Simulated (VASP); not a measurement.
Runs of VASP 6.6.1 on CuO. The typed cell holds 8 atoms: a = 2.900 Å, b = 5.129 Å, c = 5.643 Å, α = 93.94°, β = 101.64°, γ = 97.69°. 

| level | potentials or basis | U | k mesh | gap on the mesh (eV) | pressure (GPa) | largest force (eV/Å) |
| --- | --- | --- | --- | --- | --- | --- |
| PBE | VASP PAW PBE potentials, release 64 (Cu, O) | - | 4 × 3 × 2 | none | 9.7 | 2.66 |
| PBEsol | VASP PAW PBE potentials, release 64 (Cu, O) | - | 9 × 5 × 5 | none | 1.2 | 2.56 |
| PBEsol+U | VASP PAW PBE potentials, release 64 (Cu, O) | Cu d U = 4.5 eV | 9 × 5 × 5 | none | (b) | 2.36 |
| PBE | VASP PAW PBE potentials, release 64 (Cu, O) | - | 3 × 2 × 2 | none | 9.6 | 2.72 |
| LDA+U | VASP PAW LDA potentials, release 64 (Cu, O) | Cu d U = 4.5 eV | 9 × 5 × 5 | none | (a) | 2.24 |

Alike in all rows: task single point; no spin polarisation; cell as given; cutoff (eV) 520; smearing fermi-dirac 0.05 eV.

**Question.** Fill in the values left out.

**Answer.** (a) -9.3; (b) -2.6.

Caveats: some runs use coarse meshes; semilocal functionals often make such compounds metallic where correlation or magnetic order opens a gap, which also shifts bond lengths (at least some runs); forces of over 1 eV/Å act on the atoms, so gaps and moduli don't describe the material at rest (at least some runs); the PAW data sets were made with another functional, which shifts forces and pressure a little (at least some runs); U without spin polarisation on a metal has little footing (at least some runs); the cell stands under tension (at least some runs).

A gap of «none» marks levels without a gap at the run's occupations.
